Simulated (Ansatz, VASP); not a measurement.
**One calculation of NaF, two programs**

```
CELL_PARAMETERS angstrom
0.00000 2.29725 2.24487
2.29725 0.00000 2.24487
2.29725 2.29725 0.00000
ATOMIC_POSITIONS crystal
Na 0.00000 0.00000 0.00000
F 0.50000 0.50000 0.50000
```

Change from the starting cell: uniaxial_z strain -2.3%.

Alike in both runs: task single point; functional PBE; k mesh 10 × 10 × 10; occupations fermi-dirac, width 0.02 eV; no spin polarisation.

|  | VASP | Ansatz |
| --- | --- | --- |
| version | VASP 6.6.1 | Ansatz 0.2.0 |
| potentials or method | VASP PAW PBE potentials, release 64 (Na_pv, F) | plane waves, PAW |
| plane-wave cutoff (eV) | 520 | 420 |
| valence electrons in the cell | 14 | 16 |

Ansatz gave:

```
gap on the k mesh at the Fermi level (eV)                     : 6.59
pressure (GPa)                                                : 5.2
traceless stress, the component that is largest in VASP (GPa) : 1.78
```

**Question.** What did VASP give for the same quantities?

**Answer.** gap on the k mesh at the Fermi level (eV): 6.57; pressure (GPa): 5.1; traceless stress, the component that is largest in VASP (GPa): 1.84.

With one functional, cell and mesh, what is left measures potentials, basis and numerics. VASP's potentials hold 14 valence electrons a cell and Ansatz's 16, so a difference there can come from the potentials and not from the codes.
